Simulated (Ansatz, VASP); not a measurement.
Two plane-wave programs on RuSe3

```
CELL_PARAMETERS angstrom
8.08539 0.00000 0.00000
-4.04269 7.00215 0.00000
0.00000 0.00000 3.41406
ATOMIC_POSITIONS crystal
Ru 0.33333 0.66667 0.25000
Ru 0.66667 0.33333 0.75000
Se 0.79358 0.58715 0.25000
Se 0.20642 0.79358 0.75000
Se 0.41285 0.20642 0.25000
Se 0.20642 0.41285 0.75000
Se 0.79358 0.20642 0.25000
Se 0.58715 0.79358 0.75000
```

Alike in both runs: functional PBE; k mesh 6 × 6 × 12; occupations gaussian, width 0.1 eV; no spin polarisation.

Ansatz relaxed the structure, and its values are those at the end. VASP's run is a single point on that final structure, the one shown.

|  | VASP | Ansatz |
| --- | --- | --- |
| version | VASP 6.6.1 | Ansatz 0.2.0 |
| potentials or method | VASP PAW PBE potentials, release 64 (Ru_pv, Se), cutoff 520 eV | scalar-relativistic, plane waves, PAW |
| valence electrons in the cell | 64 | 128 |

|  | VASP | Ansatz | Ansatz less VASP |
| --- | --- | --- | --- |
| gap on the k mesh at the Fermi level (eV) | none | none | - |
| pressure (GPa) | 0.1 | 0.0 | -0.07 |
| rms of the force components (eV/Å) | 0.014 | 0.005 | -0.0091 |

A gap of «none» marks a metal or a gap that the smearing closes. VASP's potentials hold 64 valence electrons a cell and Ansatz's 128, so a difference there can come from the potentials and not from the codes.
